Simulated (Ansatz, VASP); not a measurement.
# Co in VASP and in Ansatz

The input POSCAR:

```
Co
1.0
    0.0000000000      2.2794794399      2.2794794399
    2.2794794399      0.0000000000      2.2794794399
    2.2794794399      2.2794794399      0.0000000000
Co
2
Direct
    0.0000000000      0.0000000000      0.0000000000
    0.5000000000      0.5000000000      0.5000000000
```

Contents of INCAR.step1:

```
SYSTEM = Co
  PREC = Accurate
  ENCUT = 520
  ISMEAR = -1
  SIGMA = 0.05
  LREAL = .False.
  LASPH = .True.
  NELM = 150
  ISPIN = 2
  MAGMOM = -2.018 -2.018
  LMAXMIX = 4
  NBANDS = 20
  GGA = PE
  ALGO = Normal
  EDIFF = 1E-4
  LWAVE = .True.
  LCHARG = .False.
```

File INCAR.step2:

```
SYSTEM = Co
  PREC = Accurate
  ENCUT = 520
  EDIFF = 1E-6
  ISMEAR = -1
  SIGMA = 0.05
  LREAL = .False.
  LASPH = .True.
  NELM = 150
  ALGO = Normal
  ISIF = 2
  LWAVE = .False.
  LCHARG = .False.
  ISPIN = 2
  MAGMOM = -2.018 -2.018
  LORBIT = 11
  LMAXMIX = 4
  METAGGA = R2SCAN
  LMIXTAU = .True.
  NBANDS = 20
  ISTART = 1
```

Contents of KPOINTS:

```
Automatic mesh
0
Gamma
  14 14 14
  0 0 0
```

Input for Ansatz:

```yaml
crystal:
  lattice:
    - [0.0, 2.2794794399, 2.2794794399]
    - [2.2794794399, 0.0, 2.2794794399]
    - [2.2794794399, 2.2794794399, 0.0]
  atoms:
    - { symbol: Co, position: [0.0, 0.0, 0.0], spin: -2.018 }
    - { symbol: Co, position: [0.5, 0.5, 0.5], spin: -2.018 }
hamiltonian:
  xc: r2scan
  pseudopotentials:
    kind: paw
    azcp:
      Co: "pseudopotentials/Co.paw.azcp"
basis:
  ecutwfc: 500
  fft_grid_basis: typed
kpoints:
  mp_grid: { grid: [14, 14, 14], shift: [0, 0, 0] }
magnetization:
  spin_polarized: true
scf:
  occupations: { method: fermi_dirac, width: 0.05 }
  lower_state_search: "off"
output:
  stress: true
  write_density: true
  write_potential: true
  elf: true
  volumetric_format: npy
```

Alike in both runs: task single point; functional r2SCAN; k mesh 14 × 14 × 14; occupations fermi-dirac, width 0.05 eV; collinear spin.

|  | VASP | Ansatz |
| --- | --- | --- |
| version | VASP 6.6.1 | Ansatz 0.2.0 |
| potentials or method | VASP PAW PBE potentials, release 64 (Co), cutoff 520 eV | plane waves (500 eV) with PAW, scalar-relativistic |
| valence electrons in the cell | 18 | 34 |

```tsv
	VASP	Ansatz	Ansatz less VASP
pressure (GPa)	11.0	11.3	+0.29
net moment per atom (μB)	2.00	2.02	+0.015
size of the moment on the site where the two differ most (μB)	2.03	2.06	+0.028
```

VASP's potentials were made for PBE, not for r2SCAN. Site moments also hang on the region over which each program counts them. VASP's potentials hold 18 valence electrons a cell and Ansatz's 34, so a difference there can come from the potentials and not from the codes. Ansatz's warnings: stability check not made.
